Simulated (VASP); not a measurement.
# TiSi (Cmmm) in VASP: notebook

Runs on TiSi. Level: PBEsol. Tasks: single point.

Program: VASP 6.6.1. These are calculated values, not measurements. Logs are shortened: lines on timing, memory, paths and dates and some standing lists are left out, and cuts for length are marked.

**1. The cell of the first run**

The structure is orthorhombic, space group Cmmm (No. 65). The conventional cell has a = 3.835 Å, b = 4.471 Å, c = 3.413 Å, α = 90.00°, β = 90.00°, γ = 90.00°. Ti (site symmetry mmm) has 8 Si at 2.57 to 2.81 Å and 6 Ti at 2.95 to 3.41 Å within 3.5 Å. Within 3.5 Å of Si (site symmetry mmm) lie 8 Ti at 2.57 to 2.81 Å and 6 Si at 2.95 to 3.41 Å.

**2. Single point, PBEsol**

File INCAR:

```
PREC     = Accurate       # precision mode
ENCUT    = 520            # plane-wave cutoff, eV
EDIFF    = 1E-6           # SCF threshold, eV
ISMEAR   = 0              # smearing method
SIGMA    = 0.15           # smearing width, eV
LREAL    = False          # projectors in reciprocal space
LASPH    = True           # aspherical terms in the spheres
NELM     = 80             # most SCF steps
ALGO     = Normal         # electronic algorithm
ISIF     = 2              # what is computed and relaxed
LWAVE    = False          # write WAVECAR
LCHARG   = False          # write CHGCAR
GGA      = PS             # functional
NBANDS   = 15             # bands
```

File KPOINTS:

```
Automatic mesh
0
Gamma
  20 20 14
```

File POSCAR:

```
TiSi
1.0
    1.9172795294     -2.2355061817      0.0000000000
    1.9172795294      2.2355061817      0.0000000000
    0.0000000000      0.0000000000      3.4133350756
Ti Si
1 1
Direct
    0.5000000000      0.5000000000      0.0000000000
    0.0000000000      0.0000000000      0.5000000000
```

Potentials or basis: VASP PAW PBE potentials, release 64 (Ti_sv, Si).

Launch:

```console
> cat potpaw_PBE.64/Ti_sv/POTCAR potpaw_PBE.64/Si/POTCAR > POTCAR
> mpirun -np 1 vasp_std > vasp.out
```

OUTCAR:

```text
PREC = Accurate
   ENCUT = 520
   EDIFF = 1E-6
   ISMEAR = 0
   LREAL = False
   LASPH = True
   NELM = 80
   ISIF = 2
   GGA = PS

 ion  position               nearest neighbor table
   1  0.500  0.500  0.000-   2 2.57   2 2.57   2 2.57   2 2.57   2 2.81   2 2.81   2 2.81   2 2.81

   2  0.000  0.000  0.500-   1 2.57   1 2.57   1 2.57   1 2.57   1 2.81   1 2.81   1 2.81   1 2.81

  LATTYP: Found a base centered orthorhombic cell.
 ALAT       =     3.8345590588
 B/A-ratio  =     1.1659782246
 C/A-ratio  =     0.8901506075

  Lattice vectors:

 A1 = (   1.9172795294,  -2.2355061817,   0.0000000000)
 A2 = (   1.9172795294,   2.2355061817,   0.0000000000)
 A3 = (   0.0000000000,   0.0000000000,   3.4133350756)

Analysis of symmetry for initial positions (statically):
=====================================================================
 Subroutine PRICEL returns:
 Original cell was already a primitive cell.

 Routine SETGRP: Setting up the symmetry group for a
 base centered orthorhombic supercell.

 Subroutine GETGRP returns: Found  8 space group operations
 (whereof  8 operations were pure point group operations)
 out of a pool of  8 trial point group operations.

The static configuration has the point symmetry D_2h.

Analysis of symmetry for dynamics (positions and initial velocities):
=====================================================================
 Subroutine PRICEL returns:
 Original cell was already a primitive cell.

 Routine SETGRP: Setting up the symmetry group for a
 base centered orthorhombic supercell.

 Subroutine GETGRP returns: Found  8 space group operations
 (whereof  8 operations were pure point group operations)
 out of a pool of  8 trial point group operations.

The dynamic configuration has the point symmetry D_2h.

 Subroutine INISYM returns: Found  8 space group operations
 (whereof  8 operations are pure point group operations),
 and found     1 'primitive' translations

----------------------------------------------------------------------------------------

                                     Primitive cell

  volume of cell :      29.2597

  direct lattice vectors                    reciprocal lattice vectors
     1.917279529 -2.235506182  0.000000000     0.260786178 -0.223662991  0.000000000
     1.917279529  2.235506182  0.000000000     0.260786178  0.223662991  0.000000000
     0.000000000  0.000000000  3.413335076     0.000000000  0.000000000  0.292968600

  length of vectors
     2.945071932  2.945071932  3.413335076     0.343561587  0.343561587  0.292968600

  position of ions in fractional coordinates (direct lattice)
     0.500000000  0.500000000  0.000000000
     0.000000000  0.000000000  0.500000000

  ion indices of the primitive-cell ions
   primitive index   ion index
                 1           1
                 2           2

----------------------------------------------------------------------------------------

 KPOINTS: Automatic mesh

Automatic generation of k-mesh.
 Grid dimensions read from file:
 generate k-points for:   20   20   14

 Generating k-lattice:

  Cartesian coordinates                     Fractional coordinates (reciprocal lattice)
     0.013039309 -0.011183150  0.000000000     0.050000000  0.000000000  0.000000000
     0.013039309  0.011183150  0.000000000     0.000000000  0.050000000  0.000000000
     0.000000000  0.000000000  0.020926329     0.000000000  0.000000000  0.071428571

  Length of vectors
     0.017178079  0.017178079  0.020926329

  Shift w.r.t. Gamma in fractional coordinates (k-lattice)
     0.000000000  0.000000000  0.000000000

 Subroutine IBZKPT returns following result:
 ===========================================

 Found    888 irreducible k-points:

 Following reciprocal coordinates:
            Coordinates               Weight
  0.000000  0.000000  0.000000      1.000000
  0.050000 -0.000000  0.000000      4.000000
  0.100000 -0.000000  0.000000      4.000000
  0.150000 -0.000000  0.000000      4.000000
  0.200000 -0.000000  0.000000      4.000000
  0.250000 -0.000000  0.000000      4.000000
[... 16 lines left out ...]
 -0.400000  0.050000  0.000000      4.000000
 -0.350000  0.050000  0.000000      4.000000
 [... further k-points ...]
   k-points           NKPTS =    888   k-points in BZ     NKDIM =    888   number of bands    NBANDS=     15
   number of dos      NEDOS =    301   number of ions     NIONS =      2
   total plane-waves  NPLWV =  16128
   dimension x,y,z NGX =    24 NGY =   24 NGZ =   28
   dimension x,y,z NGXF=    48 NGYF=   48 NGZF=   56
   ions per type =               1   1
   NGX,Y,Z   is equivalent  to a cutoff of  13.55, 13.55, 13.64 a.u.
   NGXF,Y,Z  is equivalent  to a cutoff of  27.10, 27.10, 27.27 a.u.
 SYSTEM =  unknown system
   PREC   = accura    normal or accurate (medium, high low for compatibility)
   ISTART =      0    job   : 0-new  1-cont  2-samecut
   ICHARG =      2    charge: 1-file 2-atom 10-const
   ISPIN  =      1    spin polarized calculation?
   LNONCOLLINEAR =      F non collinear calculations
   LSORBIT =      F    spin-orbit coupling
   LASPH  =      T    aspherical Exc in radial PAW
   ENCUT  =  520.0 eV  38.22 Ry    6.18 a.u.   5.48  5.48  6.35*2*pi/ulx,y,z
   NELM   =     80;   NELMIN=  2; NELMDL= -5     # of ELM steps
   EDIFF  = 0.1E-05   stopping-criterion for ELM
   LREAL  =      F    real-space projection
   EDIFFG = 0.1E-04   stopping-criterion for IOM
   NSW    =      0    number of steps for IOM
   IBRION =     -1    ionic relax: 0-MD 1-quasi-New 2-CG
   NFREE  =      0    steps in history (QN), initial steepest desc. (CG)
   ISIF   =      2    stress and relaxation
   ISYM   =      2    0-nonsym 1-usesym 2-fastsym
   POTIM  = 0.5000    time-step for ionic-motion
   TEBEG  =    0.0;   TEEND  =   0.0 temperature during run
   PSTRESS=    0.0 pullay stress
   NELECT =      16.0000    total number of electrons
   NUPDOWN=      -1.0000    fix difference up-down
   EMIN   =  10.00;   EMAX   =-10.00  energy-range for DOS
   EFERMI =   0.00;   METHOD = LEGACY
   ISMEAR =     0;   SIGMA  =   0.15  broadening in eV -4-tet -1-fermi 0-gaus
   EFERMI_NEDOS =   21; number of points for ismear=-14 and -15
   IALGO  =     38    algorithm
   IMIX   =      4    mixing-type and parameters
     AMIX     =   0.40;   BMIX     =  1.00
     AMIX_MAG =   1.60;   BMIX_MAG =  1.00
  volume/ion in A,a.u.               =      14.63        98.73
  Fermi-wavevector in a.u.,A,eV,Ry     =   1.338725  2.529824 24.384157  1.792185
  Thomas-Fermi vector in A             =   2.467173
   LORBIT       =      0    0 simple, 1 ext, 2 COOP (PROOUT), +10 PAW based schemes
   GGA     = PS    functional components
   LHFCALC =     F    Hartree Fock is set to
   AEXX    =    0.0000 exact exchange contribution
   IVDW    =     0    specifies the selected vdW correction
   LEPSILON=     F    determine dielectric tensor
   LRPA    =     F    only Hartree local field effects (RPA)
 non-spin polarized calculation
 Gauss-broadening in eV      SIGMA  =   0.15
  energy-cutoff  :      520.00
  volume of cell :       29.26
 maximum number of plane-waves:       809
 NGX is ok and might be reduce to    24

 number of electron      16.0000007 magnetization

 Free energy of the ion-electron system (eV)
  ---------------------------------------------------
  ext. energy  EPLUGINS =         0.00000000
  ---------------------------------------------------
  free energy    TOTEN  =       -15.16399624 eV

  energy without entropy =      -15.14882758  energy(sigma->0) =      -15.15641191

 E-fermi :   9.8789     XC(G=0): -11.8328

 val. band max:        9.8780172840   @ k =  -0.3000   0.2000   0.1429
 cond. band min:       9.8799521656   @ k =   0.3000   0.2000   0.3571
 fundamental gap:      0.0019348816
 Fermi energy:         9.8789469360

 k-point     1 :       0.0000    0.0000    0.0000
  band No.  band energies     occupation
      1     -46.5019      2.00000
      2     -22.9145      2.00000
      3     -22.7328      2.00000
      4     -22.6636      2.00000
      5      -1.4723      2.00000
      6       7.9821      2.00000
      7       8.6789      2.00000
      8      10.3007      0.00007
      9      11.4471      0.00000
     10      12.1543      0.00000
     11      12.2345      0.00000
     12      13.7455      0.00000
     13      14.3663      0.00000
     14      17.9498      0.00000
     15      18.7283      0.00000

 k-point     2 :       0.0500   -0.0000    0.0000
  band No.  band energies     occupation
      1     -46.5009      2.00000
      2     -22.9135      2.00000
      3     -22.7370      2.00000
      4     -22.6679      2.00000
      5      -1.4264      2.00000
      6       8.0030      2.00000
      7       8.6594      2.00000
      8      10.1554      0.00915
      9      11.5788      0.00000
     10      12.1415      0.00000
     11      12.1989      0.00000
     12      13.6179      0.00000
     13      14.3875      0.00000
     14      17.9362      0.00000
     15      18.8883      0.00000

 k-point     3 :       0.1000   -0.0000    0.0000
  band No.  band energies     occupation
      1     -46.4982      2.00000
      2     -22.9106      2.00000
      3     -22.7527      2.00000
      4     -22.6765      2.00000
      5      -1.2896      2.00000
      6       8.0504      2.00000
      7       8.5894      2.00000
      8       9.8486      1.22517
      9      11.7912      0.00000
     10      11.9226      0.00000
     11      12.3871      0.00000
     12      13.1994      0.00000
     13      14.5933      0.00000
     14      17.8800      0.00000
     15      19.1884      0.00000

 k-point     4 :       0.1500   -0.0000    0.0000
  band No.  band energies     occupation
      1     -46.4939      2.00000
      2     -22.9061      2.00000
      3     -22.7846      2.00000
      4     -22.6823      2.00000
      5      -1.0640      2.00000
      6       8.0294      2.00000
      7       8.4924      2.00000
      8       9.5082      1.99953
      9      11.6723      0.00000
     10      11.9081      0.00000
     11      12.7323      0.00000
     12      12.7705      0.00000
     13      14.9347      0.00000
     14      17.7535      0.00000
     15      19.4150      0.00000
[... 307 lines left out ...]
 k-point    22 :      -0.4500    0.0500    0.0000
  band No.  band energies     occupation
      1     -46.4629      2.00000
      2     -23.0477      2.00000
      3     -22.8736      2.00000
      4     -22.6810      2.00000
      5       1.6942      2.00000
      6       4.1746      2.00000
      7       8.2249      2.00000
      8       9.1227      2.00000
      9      10.7006      0.00000
     10      12.0257      0.00000
     11      13.6606      0.00000
     12      15.8307      0.00000
     13      16.3451      0.00000
     14      17.6217      0.00000
     15      18.2758      0.00000

 k-point    23 :      -0.4000    0.0500    0.0000
  band No.  band energies     occupation
      1     -46.4658      2.00000
      2     -23.0224      2.00000
      3     -22.8766      2.00000
      4     -22.6821      2.00000
      5       1.1410      2.00000
      6       4.8828      2.00000
      7       8.3334      2.00000
      8       9.1256      2.00000
      9      10.6360      0.00000
     10      12.0143      0.00000
     11      13.3470      0.00000
     12      15.6260      0.00000
     13      16.1361      0.00000
     14      17.4953      0.00000
     15      19.0454      0.00000

 k-point    24 :      -0.3500    0.0500    0.0000
  band No.  band energies     occupation
      1     -46.4701      2.00000
      2     -22.9833      2.00000
      3     -22.8812      2.00000
      4     -22.6842      2.00000
      5       0.5790      2.00000
      6       5.6816      2.00000
      7       8.5009      2.00000
      8       9.0557      2.00000
      9      10.6582      0.00000
     10      11.9837      0.00000
     11      12.9724      0.00000
     12      14.9583      0.00000
     13      16.5096      0.00000
     14      17.0628      0.00000
     15      19.4471      0.00000

 [... further k-points ...]

------------------------ aborting loop because EDIFF is reached ----------------------------------------

  FORCE on cell =-STRESS in cart. coord.  units (eV):
  Direction    XX          YY          ZZ          XY          YZ          ZX
  --------------------------------------------------------------------------------------
  -------------------------------------------------------------------------------------
  Total       -1.3915753     -0.3597337      1.3486200      0.0000000      0.0000000      0.0000000
  in kB      -76.1986103    -19.6979694     73.8465053      0.0000000      0.0000000      0.0000000
  external PRESSURE =      -7.3500248 kB  Pullay stress =       0.0000000 kB

 VOLUME and BASIS-vectors are now :
 -----------------------------------------------------------------------------
  energy-cutoff  :      520.00
  volume of cell :       29.26
      direct lattice vectors                 reciprocal lattice vectors
     1.917279529 -2.235506182  0.000000000     0.260786178 -0.223662991  0.000000000
     1.917279529  2.235506182  0.000000000     0.260786178  0.223662991  0.000000000
     0.000000000  0.000000000  3.413335076     0.000000000  0.000000000  0.292968600

 POSITION                                       TOTAL-FORCE (eV/Angst)
 -----------------------------------------------------------------------------------
      1.91728      0.00000      0.00000        -0.000000      0.000000      0.000000
      0.00000      0.00000      1.70667         0.000000     -0.000000      0.000000
 -----------------------------------------------------------------------------------
    total drift:                               -0.000000     -0.000000     -0.000000

  FREE ENERGIE OF THE ION-ELECTRON SYSTEM (eV)
  ---------------------------------------------------
  free  energy   TOTEN  =       -15.1639962359 eV

  energy  without entropy=      -15.1488275789  energy(sigma->0) =      -15.15641191
```

It took 5.8 min on 1 thread of Intel Xeon 8259CL, shared host; peak memory 0.48 GiB.

Results:

| Property | Result |
| --- | --- |
| Free energy | -15.1640 eV |
| Pressure | -0.7 GPa |
| Band gap on the k mesh | zero (bands 8 and 9 overlap by 1.10 eV) |

Stress tensor (GPa, compression positive):
```
-7.62  0.00  0.00
 0.00 -1.97  0.00
 0.00  0.00  7.38
```

Levels at points of the mesh, in eV from the Fermi level:
```
           k point  band 6  band 7  band 8  band 9  band 10  band 11
(0.00, 0.00, 0.00)   -1.90   -1.20    0.42    1.57     2.28     2.36
(0.50, 0.00, 0.00)   -6.16   -1.73   -0.81    1.01     2.23     3.95
(0.50, 0.50, 0.00)   -3.84   -1.86   -1.38   -0.07     0.11     3.61
(0.00, 0.00, 0.50)   -6.26   -0.57   -0.27    1.08     1.97     2.61
(0.50, 0.00, 0.50)   -4.00   -2.87   -1.62    1.24     1.34     2.56
(0.50, 0.50, 0.50)   -4.02   -3.70   -3.36    2.32     2.78     3.02
```

Caveat: the stress differs along the axes, from -8 to 7 GPa; the PAW data sets were made with another functional, which shifts forces and pressure a little.

**3. Single point, PBEsol**

This run uses another cell than the first one, of the same volume but with other edges.

File INCAR:

```
  PREC = Accurate
  ENCUT = 520
  EDIFF = 1E-6
  ISMEAR = 0
  SIGMA = 0.15
  LREAL = F
  LASPH = T
  NELM = 100
  ALGO = Normal
  ISIF = 2
  LWAVE = F
  LCHARG = F
  GGA = PS
  NBANDS = 15
```

KPOINTS is that of step 2.

File POSCAR:

```
TiSi
1.0
    1.7090889329     -1.9927604796      0.0000000000
    1.7090889329      1.9927604796      0.0000000000
    0.0000000000      0.0000000000      4.2955667346
Ti Si
1 1
Direct
    0.5000000000      0.5000000000      0.0000000000
    0.0000000000      0.0000000000      0.5000000000
```

Potentials or basis: VASP PAW PBE potentials, release 64 (Ti_sv, Si).

Launch:

```console
> cat potpaw_PBE.64/Ti_sv/POTCAR potpaw_PBE.64/Si/POTCAR > POTCAR
> mpirun -np 1 vasp_std > vasp.out
```

Run time: 6.1 min. Hardware: 1 thread of Intel Xeon 8259CL, shared host; peak memory 0.47 GiB.

It converged, with:

- Free energy: -15.0824 eV
- Pressure: -5.7 GPa
- Band gap on the k mesh: zero (bands 8 and 9 overlap by 1.58 eV)

Stress tensor (GPa, compression positive):
```
  2.32   0.00   0.00
  0.00   1.89   0.00
  0.00   0.00 -21.39
```

Levels at points of the mesh, in eV from the Fermi level:
```
           k point  band 4  band 5  band 6  band 7  band 8  band 9  band 10  band 11  band 12  band 13
(0.00, 0.00, 0.00)  -32.20  -12.18   -3.43   -2.96   -1.14    2.22     2.75     3.54     4.22     6.97
(0.50, 0.00, 0.00)  -32.21   -7.33   -6.45   -3.48   -0.96    2.28     2.80     3.61     3.92     4.20
(0.50, 0.50, 0.00)  -32.75   -4.84   -3.64   -1.26   -1.10   -1.00    -0.27     2.25     2.92     5.02
(0.00, 0.00, 0.50)  -32.20  -11.37   -6.75   -1.04   -0.77    1.79     2.49     3.60     6.89     7.68
(0.50, 0.00, 0.50)  -32.21   -7.81   -5.48   -2.21   -1.75    0.50     1.84     2.32     2.66     6.60
(0.50, 0.50, 0.50)  -32.76   -4.65   -3.58   -2.62   -2.43    1.79     2.56     2.57     3.08     3.69
```

Caveat: the stress differs along the axes, from -21 to 2 GPa; the PAW data sets were made with another functional, which shifts forces and pressure a little.
